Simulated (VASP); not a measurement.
Crystal: CuI.

```
Cu I
1.0
     0.00000    3.01203    3.01203
     3.01203    0.00000    3.01203
     3.01203    3.01203    0.00000
Cu I
1 1
Direct
  0.00000 0.00000 0.00000
  0.25000 0.25000 0.25000
```

Base run:

```yaml
Program: VASP 6.6.1
Functional: r2SCAN
Potentials_or_basis: VASP PAW PBE potentials, release 64 (Cu, I)
Cutoff: 520 eV
k_mesh: 6 × 6 × 6
Occupations: gaussian, width 0.01 eV
Spin: no spin polarisation
```

Its results: band gap on the k mesh 1.67 eV, direct; pressure -0.1 GPa.

Question: The run is repeated on the same cell with these changes: dispersion from none to D4. What comes out?

Answer: Band gap on the k mesh 1.67 eV, direct; pressure -0.7 GPa.

Dispersion adds attraction, which lowers the pressure at fixed volume and, as a term added to the energy, leaves the levels alone.

Caveats: the PAW data sets were made with another functional, which shifts forces and pressure a little; spin-orbit coupling is left out, which moves the levels of the heavy elements.

